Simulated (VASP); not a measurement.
Input of a VASP 6.6.1 run:

The input INCAR:

```
  PREC = Accurate
  ENCUT = 520
  EDIFF = 1E-7
  ISMEAR = 0
  SIGMA = 0.1
  LREAL = False
  LASPH = True
  NELM = 60
  ALGO = Normal
  ISIF = 2
  LWAVE = False
  LCHARG = False
  LDIPOL = True
  IDIPOL = 3
  DIPOL = 0.5 0.5 0.491
  GGA = PS
  NBANDS = 48
```

KPOINTS

```
Automatic mesh
0
Gamma
  10 10 1
```

File POSCAR:

```
Cu4HO5
1.0
    2.8941129938      0.0000000000      0.0000000000
    0.0116739599      2.8940894491      0.0000000000
    0.0000000000      0.0000000000     28.7910424567
O Cu H
5 4 1
Direct
    0.5000182939      0.5000980343      0.2952307133
    0.5002143625      0.5001346221      0.3836614165
    0.5002343166      0.5017910948      0.4723199722
    0.4981586817      0.4998488936      0.5606749197
    0.4984364463      0.3921911399      0.6485246374
    0.5001163282      0.0001163282      0.3394460648
    0.0002326564      0.5002326564      0.4278767681
    0.4991856276     -0.0013140484      0.5162132718
   -0.0016139470      0.4366857105      0.6048266175
    0.4991963740      0.0853675106      0.6634552168
```

Potentials or basis: VASP PAW PBE potentials, release 64 (O, Cu, H).

Command:

```console
$ cat potpaw_PBE.64/O/POTCAR potpaw_PBE.64/Cu/POTCAR potpaw_PBE.64/H/POTCAR > POTCAR
$ mpirun -np 1 vasp_std > vasp.out
```

What does it give for the largest force?

2.207 eV/Å.

Forces in eV/Å, atoms in the order of the input:
```
O    0.000  0.000  2.207
O    0.000 -0.008 -0.291
O    0.000 -0.008 -0.007
O    0.000  0.011  0.009
O    0.001  0.098 -0.027
Cu   0.000  0.002 -1.938
Cu  -0.001  0.010 -0.036
Cu   0.000  0.009 -0.003
Cu  -0.002 -0.015  0.006
H    0.000 -0.098  0.079
```

Caveat: the PAW data sets were made with another functional, which shifts forces and pressure a little; an odd number of electrons without spin polarisation forces a metal; a magnetic or distorted state may lie lower.
